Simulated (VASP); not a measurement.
# WC (P3m1) in VASP: further runs

Runs on WC. Level: r2SCAN. Tasks: single point.

All numbers are computed with VASP 6.6.1; they aren't measurements. Logs are shortened: lines on timing, memory, paths and dates and some standing lists are left out, and cuts for length are marked.

## Step 1: The cell of the first run

Symmetry: P3m1, No. 156, trigonal system. The conventional cell has a = 2.901 Å, b = 2.901 Å, c = 2.829 Å, α = 90.00°, β = 90.00°, γ = 120.00°. W (site symmetry 3m) has 6 C at 2.01 to 2.40 Å within 2.7 Å. Within 2.7 Å of C (site symmetry 3m) lie 6 W at 2.01 to 2.40 Å.

## Step 2: Single point, r2SCAN (all W atoms moved -0.300 Å, as atom 1 along Cartesian [0 0 1])

The input, POSCAR:

```
WC
1.0
    2.9005014360      0.0000000000      0.0000000000
   -1.4502507180      2.5119079273      0.0000000000
    0.0000000000      0.0000000000      2.8290000000
W C
1 1
Direct
    0.0000000000      0.0000000000     -0.1060445387
    0.6666666667      0.3333333333      0.5000000000
```

The input, INCAR.step1:

```
  PREC = Accurate
  ENCUT = 520
  ISMEAR = 0
  SIGMA = 0.15
  LREAL = False
  LASPH = True
  NELM = 100
  NBANDS = 16
  GGA = PE
  ALGO = Normal
  EDIFF = 1E-4
  LWAVE = True
  LCHARG = False
```

The input, INCAR.step2:

```
  PREC = Accurate
  ENCUT = 520
  EDIFF = 1E-6
  ISMEAR = 0
  SIGMA = 0.15
  LREAL = False
  LASPH = True
  NELM = 100
  ALGO = Normal
  ISIF = 2
  LWAVE = False
  LCHARG = False
  METAGGA = R2SCAN
  LMIXTAU = True
  NBANDS = 16
  ISTART = 1
```

The input, KPOINTS:

```
regular mesh
0
Gamma
  18 18 16
```

Potentials or basis: VASP PAW PBE potentials, release 64 (W_sv, C).

Run with:

```sh
$ cat potpaw_PBE.64/W_sv/POTCAR potpaw_PBE.64/C/POTCAR > POTCAR
$ cp INCAR.step1 INCAR
$ mpirun -np 1 vasp_std > vasp.out
$ cp INCAR.step2 INCAR
$ mpirun -np 1 vasp_std > vasp.out
```

OUTCAR:

```text
PREC = Accurate
   ENCUT = 520
   EDIFF = 1E-6
   ISMEAR = 0
   LREAL = False
   LASPH = True
   NELM = 100
   ISIF = 2
   METAGGA = R2SCAN
   ISTART = 1

 ion  position               nearest neighbor table
   1  0.000  0.000  0.894-   2 2.01   2 2.01   2 2.01   2 2.40   2 2.40   2 2.40
   2  0.667  0.333  0.500-   1 2.01   1 2.01   1 2.01   1 2.40   1 2.40   1 2.40

  LATTYP: Found a hexagonal cell.
 ALAT       =     2.9005014360
 C/A-ratio  =     0.9753485949

  Lattice vectors:

 A1 = (   2.9005014360,   0.0000000000,   0.0000000000)
 A2 = (  -1.4502507180,   2.5119079273,   0.0000000000)
 A3 = (   0.0000000000,   0.0000000000,   2.8290000000)

Analysis of symmetry for initial positions (statically):
=====================================================================
 Subroutine PRICEL returns:
 Original cell was already a primitive cell.

 Routine SETGRP: Setting up the symmetry group for a
 hexagonal supercell.

 Subroutine GETGRP returns: Found  6 space group operations
 (whereof  6 operations were pure point group operations)
 out of a pool of 24 trial point group operations.

The static configuration has the point symmetry C_3v.

Analysis of symmetry for dynamics (positions and initial velocities):
=====================================================================
 Subroutine PRICEL returns:
 Original cell was already a primitive cell.

 Routine SETGRP: Setting up the symmetry group for a
 hexagonal supercell.

 Subroutine GETGRP returns: Found  6 space group operations
 (whereof  6 operations were pure point group operations)
 out of a pool of 24 trial point group operations.

The dynamic configuration has the point symmetry C_3v.

 Subroutine INISYM returns: Found  6 space group operations
 (whereof  6 operations are pure point group operations),
 and found     1 'primitive' translations

----------------------------------------------------------------------------------------

                                     Primitive cell

  volume of cell :      20.6115

  direct lattice vectors                    reciprocal lattice vectors
     2.900501436  0.000000000  0.000000000     0.344767973  0.199051882  0.000000000
    -1.450250718  2.511907927  0.000000000     0.000000000  0.398103764  0.000000000
     0.000000000  0.000000000  2.829000000     0.000000000  0.000000000  0.353481796

  length of vectors
     2.900501436  2.900501436  2.829000000     0.398103764  0.398103764  0.353481796

  position of ions in fractional coordinates (direct lattice)
     0.000000000  0.000000000  0.893955461
     0.666666667  0.333333333  0.500000000

  ion indices of the primitive-cell ions
   primitive index   ion index
                 1           1
                 2           2

----------------------------------------------------------------------------------------

 KPOINTS: regular mesh

Automatic generation of k-mesh.
 Grid dimensions read from file:
 generate k-points for:   18   18   16

 Generating k-lattice:

  Cartesian coordinates                     Fractional coordinates (reciprocal lattice)
     0.019153776  0.011058438  0.000000000     0.055555556  0.000000000  0.000000000
     0.000000000  0.022116876  0.000000000     0.000000000  0.055555556  0.000000000
     0.000000000  0.000000000  0.022092612     0.000000000  0.000000000  0.062500000

  Length of vectors
     0.022116876  0.022116876  0.022092612

  Shift w.r.t. Gamma in fractional coordinates (k-lattice)
     0.000000000  0.000000000  0.000000000

 Subroutine IBZKPT returns following result:
 ===========================================

 Found    522 irreducible k-points:

 Following reciprocal coordinates:
            Coordinates               Weight
  0.000000  0.000000  0.000000      1.000000
  0.055556  0.000000  0.000000      6.000000
  0.111111  0.000000  0.000000      6.000000
  0.166667  0.000000  0.000000      6.000000
  0.222222 -0.000000  0.000000      6.000000
  0.277778  0.000000  0.000000      6.000000
[... 16 lines left out ...]
  0.333333  0.111111  0.000000     12.000000
  0.388889  0.111111  0.000000     12.000000
 [... further k-points ...]
   k-points           NKPTS =    522   k-points in BZ     NKDIM =    522   number of bands    NBANDS=     16
   number of dos      NEDOS =    301   number of ions     NIONS =      2
   total plane-waves  NPLWV =  13824
   dimension x,y,z NGX =    24 NGY =   24 NGZ =   24
   dimension x,y,z NGXF=    48 NGYF=   48 NGZF=   48
   ions per type =               1   1
   NGX,Y,Z   is equivalent  to a cutoff of  13.76, 13.76, 14.10 a.u.
   NGXF,Y,Z  is equivalent  to a cutoff of  27.51, 27.51, 28.21 a.u.
 SYSTEM =  unknown system
   PREC   = accura    normal or accurate (medium, high low for compatibility)
   ISTART =      1    job   : 0-new  1-cont  2-samecut
   ICHARG =      0    charge: 1-file 2-atom 10-const
   ISPIN  =      1    spin polarized calculation?
   LNONCOLLINEAR =      F non collinear calculations
   LSORBIT =      F    spin-orbit coupling
   LASPH  =      T    aspherical Exc in radial PAW
   ENCUT  =  520.0 eV  38.22 Ry    6.18 a.u.   5.39  5.39  5.26*2*pi/ulx,y,z
   NELM   =    100;   NELMIN=  2; NELMDL=  0     # of ELM steps
   EDIFF  = 0.1E-05   stopping-criterion for ELM
   LREAL  =      F    real-space projection
   EDIFFG = 0.1E-04   stopping-criterion for IOM
   NSW    =      0    number of steps for IOM
   IBRION =     -1    ionic relax: 0-MD 1-quasi-New 2-CG
   NFREE  =      0    steps in history (QN), initial steepest desc. (CG)
   ISIF   =      2    stress and relaxation
   ISYM   =      2    0-nonsym 1-usesym 2-fastsym
   POTIM  = 0.5000    time-step for ionic-motion
   TEBEG  =    0.0;   TEEND  =   0.0 temperature during run
   PSTRESS=    0.0 pullay stress
   NELECT =      18.0000    total number of electrons
   NUPDOWN=      -1.0000    fix difference up-down
   EMIN   =  10.00;   EMAX   =-10.00  energy-range for DOS
   EFERMI =   0.00;   METHOD = LEGACY
   ISMEAR =     0;   SIGMA  =   0.15  broadening in eV -4-tet -1-fermi 0-gaus
   EFERMI_NEDOS =   21; number of points for ismear=-14 and -15
   IALGO  =     38    algorithm
   IMIX   =      4    mixing-type and parameters
     AMIX     =   0.40;   BMIX     =  1.00
     AMIX_MAG =   1.60;   BMIX_MAG =  1.00
  volume/ion in A,a.u.               =      10.31        69.55
  Fermi-wavevector in a.u.,A,eV,Ry     =   1.564813  2.957068 33.315762  2.448639
  Thomas-Fermi vector in A             =   2.667381
   LORBIT       =      0    0 simple, 1 ext, 2 COOP (PROOUT), +10 PAW based schemes
   METAGGA = R2SCAN    functional components
   LHFCALC =     F    Hartree Fock is set to
   AEXX    =    0.0000 exact exchange contribution
   IVDW    =     0    specifies the selected vdW correction
   LEPSILON=     F    determine dielectric tensor
   LRPA    =     F    only Hartree local field effects (RPA)
 non-spin polarized calculation
 Gauss-broadening in eV      SIGMA  =   0.15
  energy-cutoff  :      520.00
  volume of cell :       20.61
 maximum number of plane-waves:       580
 NGX is ok and might be reduce to    24
   NGX = 11   NGY = 11   NGZ = 11

 number of electron      18.0000000 magnetization

 Free energy of the ion-electron system (eV)
  ---------------------------------------------------
  ext. energy  EPLUGINS =         0.00000000
  ---------------------------------------------------
  free energy    TOTEN  =       -60.90356766 eV

  energy without entropy =      -60.90050445  energy(sigma->0) =      -60.90203606

 E-fermi :  11.3569     XC(G=0): -14.9398

 val. band max:       11.3372636522   @ k =   0.1111   0.0556   0.3750
 cond. band min:      11.3571571716   @ k =  -0.0556   0.1667   0.4375
 fundamental gap:      0.0198935194
 Fermi energy:        11.3568565511

 k-point     1 :       0.0000    0.0000    0.0000
  band No.  band energies     occupation
      1     -64.7102      2.00000
      2     -28.0504      2.00000
      3     -27.9807      2.00000
      4     -27.9807      2.00000
      5      -4.1925      2.00000
      6       5.6158      2.00000
[... 8 lines left out ...]
     15      24.3576      0.00000
     16      28.9268      0.00000

 k-point     2 :       0.0556    0.0000    0.0000
  band No.  band energies     occupation
      1     -64.7081      2.00000
      2     -28.0489      2.00000
      3     -28.0083      2.00000
      4     -27.9874      2.00000
      5      -4.1063      2.00000
      6       5.6360      2.00000
[... 8 lines left out ...]
     15      24.4274      0.00000
     16      28.9985      0.00000

 k-point     3 :       0.1111    0.0000    0.0000
  band No.  band energies     occupation
      1     -64.7020      2.00000
      2     -28.1003      2.00000
      3     -28.0315      2.00000
      4     -28.0064      2.00000
      5      -3.8555      2.00000
      6       5.6086      2.00000
[... 8 lines left out ...]
     15      24.6283      0.00000
     16      29.1533      0.00000

 k-point     4 :       0.1667    0.0000    0.0000
  band No.  band energies     occupation
      1     -64.6927      2.00000
      2     -28.2268      2.00000
      3     -28.0356      2.00000
      4     -28.0173      2.00000
      5      -3.4633      2.00000
      6       5.3390      2.00000
[... 8 lines left out ...]
     15      24.9560      0.00000
     16      29.2955      0.00000
[... 324 lines left out ...]
 k-point    22 :       0.2778    0.1111    0.0000
  band No.  band energies     occupation
      1     -64.6547      2.00000
      2     -28.6847      2.00000
      3     -28.1994      2.00000
      4     -27.9522      2.00000
      5      -1.6906      2.00000
      6       4.1137      2.00000
[... 8 lines left out ...]
     15      26.9687      0.00000
     16      28.7398      0.00000

 k-point    23 :       0.3333    0.1111    0.0000
  band No.  band energies     occupation
      1     -64.6459      2.00000
      2     -28.7868      2.00000
      3     -28.2359      2.00000
      4     -27.9370      2.00000
      5      -1.2334      2.00000
      6       3.9499      2.00000
[... 8 lines left out ...]
     15      27.1594      0.00000
     16      28.0616      0.00000

 k-point    24 :       0.3889    0.1111    0.0000
  band No.  band energies     occupation
      1     -64.6401      2.00000
      2     -28.8527      2.00000
      3     -28.2596      2.00000
      4     -27.9271      2.00000
      5      -0.9240      2.00000
      6       3.8959      2.00000
[... 8 lines left out ...]
     15      26.3538      0.00000
     16      28.4557      0.00000

 [... further k-points ...]

------------------------ aborting loop because EDIFF is reached ----------------------------------------

  FORCE on cell =-STRESS in cart. coord.  units (eV):
  Direction    XX          YY          ZZ          XY          YZ          ZX
  --------------------------------------------------------------------------------------
  -------------------------------------------------------------------------------------
  Total        3.4328428      3.4328428      3.6463973      0.0000000      0.0000000      0.0000000
  in kB      266.8423484    266.8423484    283.4424014      0.0000000      0.0000000      0.0000000
  external PRESSURE =     272.3756994 kB  Pullay stress =       0.0000000 kB

 VOLUME and BASIS-vectors are now :
 -----------------------------------------------------------------------------
  energy-cutoff  :      520.00
  volume of cell :       20.61
      direct lattice vectors                 reciprocal lattice vectors
     2.900501436  0.000000000  0.000000000     0.344767973  0.199051882  0.000000000
    -1.450250718  2.511907927  0.000000000     0.000000000  0.398103764  0.000000000
     0.000000000  0.000000000  2.829000000     0.000000000  0.000000000  0.353481796

 POSITION                                       TOTAL-FORCE (eV/Angst)
 -----------------------------------------------------------------------------------
      0.00000      0.00000      2.52900         0.000000     -0.000000      5.031548
      1.45025      0.83730      1.41450        -0.000000      0.000000     -5.031548
 -----------------------------------------------------------------------------------
    total drift:                               -0.000000      0.000000      0.000941

  FREE ENERGIE OF THE ION-ELECTRON SYSTEM (eV)
  ---------------------------------------------------
  free  energy   TOTEN  =       -60.9035676639 eV

  energy  without entropy=      -60.9005044536  energy(sigma->0) =      -60.90203606
```

Wall time 6.9 min (1 thread of Intel Xeon 8259CL, shared host); peak memory 0.29 GiB.

What came out:

```yaml
Free_energy: -60.9036 eV
Pressure: 27.2 GPa
Largest_force: 5.032 eV/Å
Band_gap_on_the_k_mesh: zero (bands 9 and 10 overlap by 1.80 eV)
```

Forces on the atoms (eV/Å):
```
W    0.000  0.000  5.032
C    0.000  0.000 -5.032
```

Caveat: the cell differs from its parent crystal (all W atoms moved -0.300 Å, as atom 1 along Cartesian [0 0 1]); the cell stands under pressure; the PAW data sets were made with another functional, which shifts forces and pressure a little; spin-orbit coupling is left out, which moves the levels of the heavy elements.

(Continued in part 2 of 2.)
